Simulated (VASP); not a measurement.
# HgTe in VASP: single point with PBE

Aim: the single point of HgTe with PBE.

All numbers are computed with VASP 6.6.1; they aren't measurements. Logs are shortened: lines on timing, memory, paths and dates and some standing lists are left out, and cuts for length are marked.

## Step 1: The cell of the first run

The cell holds a wire or tube with vacuum around it, 4 atoms: a = 11.700 Å, b = 9.300 Å, c = 5.440 Å, α = 90.00°, β = 90.00°, γ = 90.00°.

## Step 2: Single point, PBE, collinear spin

Input file INCAR:

```
PREC = Accurate ; ENCUT = 520
EDIFF = 1E-7 ; ISMEAR = 0
SIGMA = 0.05 ; LREAL = F
LASPH = T ; NELM = 150
ALGO = Normal ; ISIF = 2
LWAVE = F ; LCHARG = F
ISPIN = 2 ; MAGMOM = 0.5 0.5 0.5 0.5
LORBIT = 11 ; GGA = PE
NBANDS = 30
```

Input file KPOINTS:

```
regular mesh
0
Gamma
  1 1 13
```

Input file POSCAR:

```
HgTe
1.0
   11.7000000000      0.0000000000      0.0000000000
    0.0000000000      9.3000000000      0.0000000000
    0.0000000000      0.0000000000      5.4401793148
Hg Te
2 2
Direct
    0.4109868260      0.5000000000      0.0000000000
    0.5890131740      0.5000000000      0.5000000000
    0.3445416979      0.5000000000      0.5000000000
    0.6554583021      0.5000000000      0.0000000000
```

Potentials or basis: VASP PAW PBE potentials, release 64 (Hg, Te).

Launch:

```bash
> cat potpaw_PBE.64/Hg/POTCAR potpaw_PBE.64/Te/POTCAR > POTCAR
> mpirun -np 1 vasp_std > vasp.out
```

OUTCAR:

```text
PREC = Accurate
   ENCUT = 520
   EDIFF = 1E-7
   ISMEAR = 0
   LREAL = F
   LASPH = T
   NELM = 150
   ISIF = 2
   ISPIN = 2
   LORBIT = 11
   GGA = PE

 ion  position               nearest neighbor table
   1  0.411  0.500  0.000-   3 2.83   3 2.83   4 2.86   2 3.43   2 3.43
   2  0.589  0.500  0.500-   4 2.83   4 2.83   3 2.86   1 3.43   1 3.43
   3  0.345  0.500  0.500-   1 2.83   1 2.83   2 2.86
   4  0.655  0.500  0.000-   2 2.83   2 2.83   1 2.86

  LATTYP: Found a simple orthorhombic cell.
 ALAT       =     5.4401793148
 B/A-ratio  =     1.7095024744
 C/A-ratio  =     2.1506644033

  Lattice vectors:

 A1 = (   0.0000000000,   0.0000000000,  -5.4401793148)
 A2 = (   0.0000000000,   9.3000000000,   0.0000000000)
 A3 = (  11.7000000000,   0.0000000000,   0.0000000000)

Analysis of symmetry for initial positions (statically):
=====================================================================
 Subroutine PRICEL returns:
 Original cell was already a primitive cell.

 Routine SETGRP: Setting up the symmetry group for a
 simple orthorhombic supercell.

 Subroutine GETGRP returns: Found  8 space group operations
 (whereof  4 operations were pure point group operations)
 out of a pool of  8 trial point group operations.

The static configuration has the point symmetry C_2v.
 The point group associated with its full space group is D_2h.

Analysis of symmetry for dynamics (positions and initial velocities):
=====================================================================
 Subroutine PRICEL returns:
 Original cell was already a primitive cell.

 Routine SETGRP: Setting up the symmetry group for a
 simple orthorhombic supercell.

 Subroutine GETGRP returns: Found  8 space group operations
 (whereof  4 operations were pure point group operations)
 out of a pool of  8 trial point group operations.

The dynamic configuration has the point symmetry C_2v.
 The point group associated with its full space group is D_2h.

Analysis of structural, dynamic, and magnetic symmetry:
=====================================================================
 Subroutine PRICEL returns:
 Original cell was already a primitive cell.

 Routine SETGRP: Setting up the symmetry group for a
 simple orthorhombic supercell.

 Subroutine GETGRP returns: Found  8 space group operations
 (whereof  4 operations were pure point group operations)
 out of a pool of  8 trial point group operations.

The overall configuration has the point symmetry C_2v.
 The point group associated with its full space group is D_2h.

 Subroutine INISYM returns: Found  8 space group operations
 (whereof  4 operations are pure point group operations),
 and found     1 'primitive' translations

----------------------------------------------------------------------------------------

                                     Primitive cell

  volume of cell :     591.9459

  direct lattice vectors                    reciprocal lattice vectors
    11.700000000  0.000000000  0.000000000     0.085470085  0.000000000  0.000000000
     0.000000000  9.300000000  0.000000000     0.000000000  0.107526882  0.000000000
     0.000000000  0.000000000  5.440179315     0.000000000  0.000000000  0.183817470

  length of vectors
    11.700000000  9.300000000  5.440179315     0.085470085  0.107526882  0.183817470

  position of ions in fractional coordinates (direct lattice)
     0.410986826  0.500000000  0.000000000
     0.589013174  0.500000000  0.500000000
     0.344541698  0.500000000  0.500000000
     0.655458302  0.500000000  0.000000000

  ion indices of the primitive-cell ions
   primitive index   ion index
                 1           1
                 2           2
                 3           3
                 4           4

----------------------------------------------------------------------------------------

 KPOINTS: regular mesh

Automatic generation of k-mesh.
 Grid dimensions read from file:
 generate k-points for:    1    1   13

 Generating k-lattice:

  Cartesian coordinates                     Fractional coordinates (reciprocal lattice)
     0.085470085  0.000000000  0.000000000     1.000000000  0.000000000  0.000000000
     0.000000000  0.107526882  0.000000000     0.000000000  1.000000000  0.000000000
     0.000000000  0.000000000  0.014139805     0.000000000  0.000000000  0.076923077

  Length of vectors
     0.085470085  0.107526882  0.014139805

  Shift w.r.t. Gamma in fractional coordinates (k-lattice)
     0.000000000  0.000000000  0.000000000

 Subroutine IBZKPT returns following result:
 ===========================================

 Found      7 irreducible k-points:

 Following reciprocal coordinates:
            Coordinates               Weight
  0.000000  0.000000  0.000000      1.000000
  0.000000  0.000000  0.076923      2.000000
  0.000000  0.000000  0.153846      2.000000
  0.000000  0.000000  0.230769      2.000000
  0.000000  0.000000  0.307692      2.000000
  0.000000  0.000000  0.384615      2.000000
  0.000000  0.000000  0.461538      2.000000
   k-points           NKPTS =      7   k-points in BZ     NKDIM =      7   number of bands    NBANDS=     30
   number of dos      NEDOS =    301   number of ions     NIONS =      4
   total plane-waves  NPLWV = 252000
   dimension x,y,z NGX =    90 NGY =   70 NGZ =   40
   dimension x,y,z NGXF=   180 NGYF=  140 NGZF=   80
   ions per type =               2   2
   NGX,Y,Z   is equivalent  to a cutoff of  12.79, 12.51, 12.22 a.u.
   NGXF,Y,Z  is equivalent  to a cutoff of  25.58, 25.03, 24.45 a.u.
 SYSTEM =  unknown system
   PREC   = accura    normal or accurate (medium, high low for compatibility)
   ISTART =      0    job   : 0-new  1-cont  2-samecut
   ICHARG =      2    charge: 1-file 2-atom 10-const
   ISPIN  =      2    spin polarized calculation?
   LNONCOLLINEAR =      F non collinear calculations
   LSORBIT =      F    spin-orbit coupling
   LASPH  =      T    aspherical Exc in radial PAW
   ENCUT  =  520.0 eV  38.22 Ry    6.18 a.u.  21.75 17.29 10.12*2*pi/ulx,y,z
   NELM   =    150;   NELMIN=  2; NELMDL= -5     # of ELM steps
   EDIFF  = 0.1E-06   stopping-criterion for ELM
   LREAL  =      F    real-space projection
   EDIFFG = 0.1E-05   stopping-criterion for IOM
   NSW    =      0    number of steps for IOM
   IBRION =     -1    ionic relax: 0-MD 1-quasi-New 2-CG
   NFREE  =      0    steps in history (QN), initial steepest desc. (CG)
   ISIF   =      2    stress and relaxation
   ISYM   =      2    0-nonsym 1-usesym 2-fastsym
   POTIM  = 0.5000    time-step for ionic-motion
   TEBEG  =    0.0;   TEEND  =   0.0 temperature during run
   PSTRESS=    0.0 pullay stress
   NELECT =      36.0000    total number of electrons
   NUPDOWN=      -1.0000    fix difference up-down
   EMIN   =  10.00;   EMAX   =-10.00  energy-range for DOS
   EFERMI =   0.00;   METHOD = LEGACY
   ISMEAR =     0;   SIGMA  =   0.05  broadening in eV -4-tet -1-fermi 0-gaus
   EFERMI_NEDOS =   21; number of points for ismear=-14 and -15
   IALGO  =     38    algorithm
   IMIX   =      4    mixing-type and parameters
     AMIX     =   0.40;   BMIX     =  1.00
     AMIX_MAG =   1.60;   BMIX_MAG =  1.00
  volume/ion in A,a.u.               =     147.99       998.66
  Fermi-wavevector in a.u.,A,eV,Ry     =   0.643796  1.216598  5.639253  0.414473
  Thomas-Fermi vector in A             =   1.710914
   LORBIT       =     11    0 simple, 1 ext, 2 COOP (PROOUT), +10 PAW based schemes
   GGA     = PE    functional components
   LHFCALC =     F    Hartree Fock is set to
   AEXX    =    0.0000 exact exchange contribution
   IVDW    =     0    specifies the selected vdW correction
   LEPSILON=     F    determine dielectric tensor
   LRPA    =     F    only Hartree local field effects (RPA)
 spin polarized calculation
 Gauss-broadening in eV      SIGMA  =   0.05
  energy-cutoff  :      520.00
  volume of cell :      591.95
 maximum number of plane-waves:     15994
 NGX is ok and might be reduce to    90
   NGX = 43   NGY = 35   NGZ = 21

 number of electron      35.9999996 magnetization       0.0000016

 number of electron      35.9999996 magnetization      -0.0000191

 Free energy of the ion-electron system (eV)
  ---------------------------------------------------
  ext. energy  EPLUGINS =         0.00000000
  ---------------------------------------------------
  free energy    TOTEN  =        -5.54866177 eV

  energy without entropy =       -5.54866162  energy(sigma->0) =       -5.54866170

 E-fermi :  -3.5419     XC(G=0):  -3.0648

 val. band max:       -3.7079172454   @ k =   0.0000   0.0000   0.2308
 cond. band min:      -3.3752015446   @ k =   0.0000   0.0000   0.1538
 fundamental gap:      0.3327157008
 Fermi energy:        -3.5418720881

 spin component 1

 k-point     1 :       0.0000    0.0000    0.0000
  band No.  band energies     occupation
      1     -14.3503      1.00000
      2     -13.9845      1.00000
      3     -10.3276      1.00000
      4      -9.9903      1.00000
      5      -9.9422      1.00000
      6      -9.9162      1.00000
[... 220 lines left out ...]
     29       3.1292      0.00000
     30       3.2033      0.00000
 Fermi energy:        -3.5418720881

 spin component 2

 k-point     1 :       0.0000    0.0000    0.0000
  band No.  band energies     occupation
      1     -14.3503      1.00000
      2     -13.9845      1.00000
      3     -10.3276      1.00000
      4      -9.9903      1.00000
      5      -9.9422      1.00000
      6      -9.9162      1.00000
[... 220 lines left out ...]
     29       3.1293      0.00000
     30       3.2035      0.00000

------------------------ aborting loop because EDIFF is reached ----------------------------------------

  FORCE on cell =-STRESS in cart. coord.  units (eV):
  Direction    XX          YY          ZZ          XY          YZ          ZX
  --------------------------------------------------------------------------------------
  -------------------------------------------------------------------------------------
  Total        0.0611394      0.0417038      0.1393671      0.0000000      0.0000000      0.0000000
  in kB        0.1654815      0.1128768      0.3772150      0.0000000      0.0000000      0.0000000
  external PRESSURE =       0.2185244 kB  Pullay stress =       0.0000000 kB

 VOLUME and BASIS-vectors are now :
 -----------------------------------------------------------------------------
  energy-cutoff  :      520.00
  volume of cell :      591.95
      direct lattice vectors                 reciprocal lattice vectors
    11.700000000  0.000000000  0.000000000     0.085470085  0.000000000  0.000000000
     0.000000000  9.300000000  0.000000000     0.000000000  0.107526882  0.000000000
     0.000000000  0.000000000  5.440179315     0.000000000  0.000000000  0.183817470

 POSITION                                       TOTAL-FORCE (eV/Angst)
 -----------------------------------------------------------------------------------
      4.80855      4.65000      0.00000        -0.012163      0.000000      0.000000
      6.89145      4.65000      2.72009         0.012163      0.000000      0.000000
      4.03114      4.65000      2.72009        -0.027577      0.000000      0.000000
      7.66886      4.65000      0.00000         0.027577      0.000000      0.000000
 -----------------------------------------------------------------------------------
    total drift:                                0.000000     -0.000000      0.000000

  FREE ENERGIE OF THE ION-ELECTRON SYSTEM (eV)
  ---------------------------------------------------
  free  energy   TOTEN  =        -5.5486617669 eV

  energy  without entropy=       -5.5486616248  energy(sigma->0) =       -5.54866170

 total charge

# of ion       s       p       d       tot
------------------------------------------
    1        0.813   0.267   9.361  10.440
    2        0.813   0.267   9.361  10.440
    3        1.383   1.920   0.022   3.325
    4        1.383   1.920   0.022   3.325
--------------------------------------------------
tot          4.391   4.373  18.766  27.530

 magnetization (x)

# of ion       s       p       d       tot
------------------------------------------
    1        0.000   0.000   0.000   0.000
    2        0.000   0.000   0.000   0.000
    3       -0.000   0.000   0.000  -0.000
    4       -0.000   0.000   0.000  -0.000
--------------------------------------------------
tot         -0.000   0.000   0.000   0.000
```

Run time: 6.8 min. Hardware: 1 thread of Intel Xeon Platinum 8259CL at 2.50GHz (Skylake/Cascade Lake), shared host; peak memory 0.84 GiB.

Results:

- Free energy: -5.5487 eV
- Largest force: 0.028 eV/Å
- Band gap on the k mesh: 0.33 eV (least direct gap 0.46 eV)
- Net moment: 0.00 μB per cell
- Valence electrons inside the program's atomic spheres: Hg 10.44; Te 3.33

Forces on the atoms (eV/Å):
```
Hg  -0.012  0.000  0.000
Hg   0.012  0.000  0.000
Te  -0.028  0.000  0.000
Te   0.028  0.000  0.000
```

Caveat: spin-orbit coupling is left out, which moves the levels of the heavy elements.
